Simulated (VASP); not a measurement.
# Sn (Immm) in VASP: a series of runs, part 2 of 2

VASP 6.6.1. Earlier steps stand in the parts before.

### 4 Relaxation of cell and atoms, RPBE

Contents of INCAR:

```
SYSTEM = Sn
PREC     = Accurate       ! precision mode
ENCUT    = 600            ! plane-wave cutoff, eV
EDIFF    = 1E-6           ! SCF threshold, eV
ISMEAR   = -1             ! smearing method
SIGMA    = 0.05           ! smearing width, eV
LREAL    = .False.        ! projectors in reciprocal space
LASPH    = .True.         ! aspherical terms in the spheres
NELM     = 60             ! most SCF steps
ALGO     = Normal         ! electronic algorithm
ISIF     = 3              ! what is computed and relaxed
LWAVE    = .False.        ! write WAVECAR
LCHARG   = .False.        ! write CHGCAR
GGA      = RP             ! functional
IBRION   = 2              ! ionic algorithm
NSW      = 80             ! ionic steps
EDIFFG   = -0.005         ! ionic threshold
```

Contents of KPOINTS:

```
Automatic mesh
0
Gamma
  11 11 11
  0 0 0
```

Contents of POSCAR:

```
Sn
1.0
   -1.7265390000      1.7755470000      2.3383420000
    1.7265390000     -1.7755470000      2.3383420000
    1.7265390000      1.7755470000     -2.3383420000
Sn
1
Direct
    0.0000000000      0.0000000000      0.0000000000
```

Potentials or basis: VASP PAW PBE potentials, release 64 (Sn_d).

Started as:

```sh
> cat potpaw_PBE.64/Sn_d/POTCAR > POTCAR
> mpirun -np 1 vasp_std > vasp.out
```

OUTCAR:

```text
SYSTEM = Sn
   PREC = Accurate
   ENCUT = 600
   EDIFF = 1E-6
   ISMEAR = -1
   LREAL = .False.
   LASPH = .True.
   NELM = 60
   ISIF = 3
   GGA = RP
   IBRION = 2
   NSW = 80
   EDIFFG = -0.005

 ion  position               nearest neighbor table
   1  0.000  0.000  0.000-

  LATTYP: Found a body centered orthorhombic cell.
 ALAT       =     3.4530780000
 B/A-ratio  =     1.0283851103
 C/A-ratio  =     1.3543522620

  Lattice vectors:

 A1 = (  -1.7265390000,   1.7755470000,   2.3383420000)
 A2 = (   1.7265390000,  -1.7755470000,   2.3383420000)
 A3 = (   1.7265390000,   1.7755470000,  -2.3383420000)

Analysis of symmetry for initial positions (statically):
=====================================================================
 Subroutine PRICEL returns:
 Original cell was already a primitive cell.

 Routine SETGRP: Setting up the symmetry group for a
 body centered orthorhombic supercell.

 Subroutine GETGRP returns: Found  8 space group operations
 (whereof  8 operations were pure point group operations)
 out of a pool of  8 trial point group operations.

The static configuration has the point symmetry D_2h.

Analysis of symmetry for dynamics (positions and initial velocities):
=====================================================================
 Subroutine PRICEL returns:
 Original cell was already a primitive cell.

[... 251 lines left out ...]
  ---------------------------------------------------
  free  energy   TOTEN  =        -3.4296771117 eV

  energy  without entropy=       -3.4266868524  energy(sigma->0) =       -3.42818198

[... ionic steps 4 to 26 ...]

--------------------------------------- Ionic step       27  -------------------------------------------

 number of electron      13.9999995 magnetization

 E-fermi :   7.5457     XC(G=0): -10.0000

 val. band max:        7.5262251025   @ k =  -0.3636  -0.3636   0.3636
 cond. band min:       7.5963315519   @ k =  -0.3636   0.3636   0.1818
 fundamental gap:      0.0701064494
 Fermi energy:         7.5457319183

 k-point     1 :       0.0000    0.0000    0.0000
  band No.  band energies     occupation
      1     -14.0712      2.00000
      2     -14.0711      2.00000
      3     -14.0563      2.00000
      4     -14.0157      2.00000
      5     -13.9940      2.00000
      6      -3.1505      2.00000
      7      14.7706      0.00000
      8      14.8214      0.00000
      9      14.8230      0.00000
     10      18.0339      0.00000
     11      18.9371      0.00000
[... 391 lines left out ...]
--------------------------------------- Ionic step       29  -------------------------------------------

 number of electron      13.9999995 magnetization

 Free energy of the ion-electron system (eV)
  ---------------------------------------------------
  ext. energy  EPLUGINS =         0.00000000
  ---------------------------------------------------
  free energy    TOTEN  =        -3.43050892 eV

  energy without entropy =       -3.42699635  energy(sigma->0) =       -3.42875264

 E-fermi :   7.5448     XC(G=0):  -9.9996

 val. band max:        7.5247786366   @ k =  -0.3636  -0.3636   0.3636
 cond. band min:       7.5952743977   @ k =  -0.3636   0.3636   0.1818
 fundamental gap:      0.0704957611
 Fermi energy:         7.5447687353

 k-point     1 :       0.0000    0.0000    0.0000
  band No.  band energies     occupation
      1     -14.0728      2.00000
      2     -14.0727      2.00000
      3     -14.0580      2.00000
      4     -14.0175      2.00000
      5     -13.9956      2.00000
      6      -3.1508      2.00000
      7      14.7692      0.00000
      8      14.8194      0.00000
      9      14.8215      0.00000
     10      18.0327      0.00000
     11      18.9358      0.00000
[... 350 lines left out ...]
  FREE ENERGIE OF THE ION-ELECTRON SYSTEM (eV)
  ---------------------------------------------------
  free  energy   TOTEN  =        -3.4305089206 eV

  energy  without entropy=       -3.4269963550  energy(sigma->0) =       -3.42875264

 reached required accuracy - stopping structural energy minimisation
```

OSZICAR:

```text
N       E                     dE             d eps       ncg     rms          rms(c)
DAV:   1     0.755199430394E+02    0.75520E+02   -0.82136E+03  4794   0.203E+03
DAV:   2     0.113133220248E+01   -0.74389E+02   -0.72623E+02  4902   0.345E+02
DAV:   3    -0.333194640762E+01   -0.44633E+01   -0.44344E+01  5397   0.767E+01
[... 179 lines left out ...]
DAV:   1    -0.343050945210E+01   -0.47556E-06   -0.13429E-05  4140   0.709E-02    0.451E-03
DAV:   2    -0.343050904122E+01    0.41088E-06   -0.85383E-07  2577   0.198E-02
  28 F= -.34305090E+01 E0= -.34287528E+01  d E =-.511148E-06
       N       E                     dE             d eps       ncg     rms          rms(c)
DAV:   1    -0.343050905598E+01    0.39612E-06   -0.20425E-06  3311   0.274E-02    0.237E-03
DAV:   2    -0.343050892063E+01    0.13535E-06   -0.24265E-07  2376   0.101E-02
  29 F= -.34305089E+01 E0= -.34287526E+01  d E =-.390554E-06
```

CONTCAR:

```text
Sn
   1.00000000000000
    -1.7411062415864011    1.7409269581582494    2.3824297418701557
     1.7411062415864011   -1.7409269581582494    2.3824297418701557
     1.7411062415864011    1.7409269581582494   -2.3824297418701557
  Sn
     1
Direct
     0.0000000000000000    0.0000000000000000    0.0000000000000000

  0.00000000E+00  0.00000000E+00  0.00000000E+00
```

Run time: 7 min. Hardware: 1 thread of Intel Xeon Platinum 8488C (Sapphire Rapids), shared host; peak memory 0.23 GiB.

What came out:

* Free energy: -3.4305 eV
* Relaxed volume: 28.89 Å³/atom
* Relaxed cell: a = 3.426 Å, b = 3.426 Å, c = 3.426 Å, α = 118.91°, β = 118.92°, γ = 91.89°
* Space group after relaxing (to 0.1 Å): I4/mmm (No. 139)
* Energy gained by relaxing: 3.3 meV/atom
* Ionic steps: 29
* Pressure after relaxing: 0.0 GPa
* Band gap on the k mesh: zero (bands 7 and 8 overlap by 8.96 eV)

Step by step:
```csv
step,energy change (eV),largest force (eV/Å),pressure (GPa),volume (Å³)
1,0.0000,0.0000,0.37,28.67
2,-0.0022,0.0000,-0.12,28.94
3,-0.0025,0.0000,-0.57,29.18
4,-0.0026,0.0000,-0.40,29.10
5,-0.0031,0.0000,0.13,28.86
6,-0.0031,0.0000,-0.01,28.88
7,-0.0031,0.0000,-0.03,28.88
8,-0.0031,0.0000,-0.02,28.87
9,-0.0031,0.0000,-0.01,28.86
10,-0.0032,0.0000,-0.01,28.85
11,-0.0033,0.0000,0.02,28.82
12,-0.0033,0.0000,0.08,28.82
13,-0.0033,0.0000,0.00,28.91
14,-0.0033,0.0000,-0.07,28.93
15,-0.0033,0.0000,-0.07,28.92
16,-0.0033,0.0000,-0.05,28.91
17,-0.0033,0.0000,0.06,28.85
18,-0.0033,0.0000,0.01,28.87
19,-0.0033,0.0000,0.02,28.88
20,-0.0033,0.0000,-0.02,28.90
21,-0.0033,0.0000,-0.02,28.89
22,-0.0033,0.0000,-0.02,28.88
23,-0.0033,0.0000,0.03,28.88
24,-0.0033,0.0000,-0.03,28.90
25,-0.0033,0.0000,-0.01,28.89
26,-0.0033,0.0000,-0.06,28.89
27,-0.0033,0.0000,0.03,28.88
28,-0.0033,0.0000,0.04,28.88
29,-0.0033,0.0000,0.01,28.89
```

Final structure:
```yaml
crystal:
  lattice:
    - [-1.74111, 1.74093, 2.38243]
    - [1.74111, -1.74093, 2.38243]
    - [1.74111, 1.74093, -2.38243]
  atoms:
    - { symbol: Sn, position: [0.00000, 0.00000, 0.00000] }
```

Levels at points of the mesh, in eV from the Fermi level:
```csv
k point,band 4,band 5,band 6,band 7,band 8,band 9,band 10,band 11
"(0.00, 0.00, 0.00)",-21.56,-21.54,-10.70,7.22,7.27,7.28,10.49,11.39
```

Caveat: the PAW data sets were made with another functional, which shifts forces and pressure a little; spin-orbit coupling is left out, which moves the levels of the heavy elements.

### 5 Relaxation of cell and atoms, revPBE

Contents of INCAR:

```
SYSTEM = Sn
  PREC = Accurate
  ENCUT = 600
  EDIFF = 1E-6
  ISMEAR = -1
  SIGMA = 0.05
  LREAL = .False.
  LASPH = .True.
  NELM = 80
  ALGO = Normal
  ISIF = 3
  LWAVE = .False.
  LCHARG = .False.
  GGA = RE
  IBRION = 2
  NSW = 80
  EDIFFG = -0.005
```

Contents of KPOINTS:

```
regular mesh
0
Gamma
  11 11 11
  0 0 0
```

POSCAR is that of step 4.

Started as:

```sh
> cat potpaw_PBE.64/Sn_d/POTCAR > POTCAR
> mpirun -np 1 vasp_std > vasp.out
```

Wall time 8.3 min (1 thread of Intel Xeon Platinum 8488C (Sapphire Rapids), shared host); peak memory 0.23 GiB.

It converged, with:

* Free energy: -3.4885 eV
* Relaxed volume: 28.65 Å³/atom
* Relaxed cell: a = 3.417 Å, b = 3.417 Å, c = 3.417 Å, α = 118.91°, β = 118.92°, γ = 91.89°
* Space group after relaxing (to 0.1 Å): I4/mmm (No. 139)
* Energy gained by relaxing: 3.1 meV/atom
* Ionic steps: 39
* Pressure after relaxing: 0.0 GPa
* Band gap on the k mesh: zero (bands 7 and 8 overlap by 9.03 eV)

The path:
```csv
step,energy change (eV),largest force (eV/Å),pressure (GPa),volume (Å³)
1,0.0000,0.0000,-0.01,28.67
2,-0.0021,0.0000,-0.07,28.66
3,-0.0028,0.0000,-0.04,28.65
4,-0.0028,0.0000,-0.05,28.65
5,-0.0030,0.0000,0.01,28.60
6,-0.0031,0.0000,0.22,28.53
7,-0.0031,0.0000,0.14,28.58
8,-0.0031,0.0000,0.06,28.66
9,-0.0031,0.0000,-0.02,28.67
10,-0.0031,0.0000,-0.05,28.66
11,-0.0031,0.0000,0.01,28.64
12,-0.0031,0.0000,0.05,28.63
13,-0.0031,0.0000,0.08,28.64
14,-0.0031,0.0000,-0.03,28.66
15,-0.0031,0.0000,0.00,28.65
16,-0.0031,0.0000,0.02,28.65
17,-0.0031,0.0000,-0.01,28.66
18,-0.0031,0.0000,0.01,28.66
19,-0.0031,0.0000,-0.01,28.66
20,-0.0031,0.0000,-0.01,28.66
21,-0.0031,0.0000,0.00,28.66
22,-0.0031,0.0000,-0.01,28.66
23,-0.0031,0.0000,-0.02,28.66
24,-0.0031,0.0000,-0.01,28.66
25,-0.0031,0.0000,0.00,28.66
26,-0.0031,0.0000,-0.02,28.66
27,-0.0031,0.0000,-0.03,28.66
28,-0.0031,0.0000,-0.03,28.64
29,-0.0031,0.0000,0.04,28.60
30,-0.0031,0.0000,0.05,28.62
31,-0.0031,0.0000,0.05,28.63
32,-0.0031,0.0000,0.03,28.63
33,-0.0031,0.0000,0.05,28.63
34,-0.0031,0.0000,0.04,28.64
35,-0.0031,0.0000,-0.02,28.65
36,-0.0031,0.0000,0.04,28.65
37,-0.0031,0.0000,-0.04,28.65
38,-0.0031,0.0000,-0.04,28.65
39,-0.0031,0.0000,-0.02,28.65
```

Final structure:
```
CELL_PARAMETERS angstrom
-1.73644 1.73618 2.37567
1.73644 -1.73618 2.37567
1.73644 1.73618 -2.37567
ATOMIC_POSITIONS crystal
Sn 0.00000 0.00000 0.00000
```

Levels at points of the mesh, in eV from the Fermi level:
```
           k point  band 3  band 4  band 5  band 6  band 7  band 8  band 9  band 10  band 11
(0.00, 0.00, 0.00)  -21.58  -21.54  -21.52  -10.75    7.28    7.33    7.33    10.52    11.45
```

Caveat: the PAW data sets were made with another functional, which shifts forces and pressure a little; spin-orbit coupling is left out, which moves the levels of the heavy elements.

### 6 Relaxation of cell and atoms, BLYP

Contents of INCAR:

```
  AGGAC = 1.0
  AGGAX = 1.0
  ALDAC = 0.0
  ALDAX = 1.0
  ALGO = Normal
  EDIFF = 1E-6
  EDIFFG = -0.005
  ENCUT = 600
  GGA = B5
  IBRION = 2
  ISIF = 3
  ISMEAR = -1
  LASPH = T
  LCHARG = F
  LREAL = F
  LWAVE = F
  NELM = 100
  NSW = 80
  PREC = Accurate
  SIGMA = 0.05
```

Contents of KPOINTS:

```
k-points
0
Gamma
  11 11 11
```

POSCAR is that of step 5.

Potentials or basis: VASP PAW PBE potentials, release 64 (Sn_d).

Started as:

```sh
> cat potpaw_PBE.64/Sn_d/POTCAR > POTCAR
> mpirun -np 1 vasp_std > vasp.out
```

It took 4.6 min on 1 thread of Intel Xeon Platinum 8488C (Sapphire Rapids), shared host; peak memory 0.23 GiB.

Results (log left out):

- Free energy: -2.9701 eV
- Relaxed volume: 30.89 Å³/atom
- Relaxed cell: a = 3.519 Å, b = 3.519 Å, c = 3.519 Å, α = 119.85°, β = 119.83°, γ = 90.28°
- Space group after relaxing (to 0.1 Å): Fm-3m (No. 225)
- Energy gained by relaxing: 24.7 meV/atom
- Ionic steps: 12
- Pressure after relaxing: 0.0 GPa
- Band gap on the k mesh: zero (bands 7 and 8 overlap by 7.91 eV)

Step by step:
```tsv
step	energy change (eV)	largest force (eV/Å)	pressure (GPa)	volume (Å³)
1	0.0000	0.0000	3.14	28.67
2	-0.0218	0.0000	-0.29	31.07
3	-0.0219	0.0000	-0.08	30.91
4	-0.0219	0.0000	-0.17	30.95
5	-0.0229	0.0000	-0.12	30.93
6	-0.0237	0.0000	-0.01	30.88
7	-0.0242	0.0000	0.01	30.85
8	-0.0247	0.0000	0.06	30.79
9	-0.0247	0.0000	0.09	30.79
10	-0.0247	0.0000	0.11	30.79
11	-0.0247	0.0000	-0.13	30.97
12	-0.0247	0.0000	-0.01	30.89
```

Final structure:
```yaml
crystal:
  lattice:
    - [-1.76351, 1.76394, 2.48227]
    - [1.76351, -1.76394, 2.48227]
    - [1.76351, 1.76394, -2.48227]
  atoms:
    - { symbol: Sn, position: [0.00000, 0.00000, 0.00000] }
```

Levels at points of the mesh, in eV from the Fermi level:
```csv
k point,band 3,band 4,band 5,band 6,band 7,band 8,band 9,band 10,band 11
"(0.00, 0.00, 0.00)",-21.53,-21.48,-21.48,-10.32,6.42,6.43,6.43,10.75,11.16
```

Caveat: the PAW data sets were made with another functional, which shifts forces and pressure a little; spin-orbit coupling is left out, which moves the levels of the heavy elements.

### 7 Overview

```tsv
task	level	cell	cutoff (eV)	smearing	gap on the mesh (eV)	pressure (GPa)	relaxed volume (Å³/atom)
single point	PBE	as given	520	gaussian 0.1 eV	none	-1.1	-
relaxation of cell and atoms	PBEsol	relaxed	600	fermi-dirac 0.05 eV	none	0.0	26.58
relaxation of cell and atoms	RPBE	relaxed	600	fermi-dirac 0.05 eV	none	0.0	28.89
relaxation of cell and atoms	revPBE	relaxed	600	fermi-dirac 0.05 eV	none	0.0	28.65
relaxation of cell and atoms	BLYP	relaxed	600	fermi-dirac 0.05 eV	none	0.0	30.89
```

Alike in all rows: potentials or basis VASP PAW PBE potentials, release 64 (Sn_d); no spin polarisation; k mesh 11 × 11 × 11.

Caveats: spin-orbit coupling is left out, which moves the levels of the heavy elements; the PAW data sets were made with another functional, which shifts forces and pressure a little (at least some runs).

Absolute energies hang on the potentials; compare differences alone.
